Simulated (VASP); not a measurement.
A run of VASP 6.6.1:

INCAR

```
SYSTEM = K
PREC = Accurate
ENCUT = 520
EDIFF = 1E-7
ISMEAR = -1
SIGMA = 0.1
LREAL = .FALSE.
LASPH = .TRUE.
NELM = 60
ALGO = Normal
ISIF = 2
LWAVE = .FALSE.
LCHARG = .FALSE.
GGA = PE
NBANDS = 16
```

File KPOINTS:

```
Automatic mesh
0
G
  12 12 7
  0 0 0
```

POSCAR

```
K
1.0
    3.5392718739      0.0000000000      0.0000000000
   -1.7696359370      3.0650993537      0.0000000000
    0.0000000000      0.0000000000      5.8065859686
K
2
Direct
    0.3333333333      0.6666666667      0.2500000000
    0.6666666667      0.3333333333      0.7500000000
```

Potentials or basis: VASP PAW PBE potentials, release 64 (K_sv).

Run with:

```bash
$ cat potpaw_PBE.64/K_sv/POTCAR > POTCAR
$ mpirun -np 1 vasp_std > vasp.out
```

Hardware: 1 thread of AMD EPYC 9R45 96-Core Processor (Zen 5) (shared host).

Task: Estimate the wall time of this run.

Result: Wall time 38 s on 1 thread of AMD EPYC 9R45 96-Core Processor (Zen 5), with other jobs on the host, peak memory 0.18 GiB. Counts: scf iterations 14, k points 76.
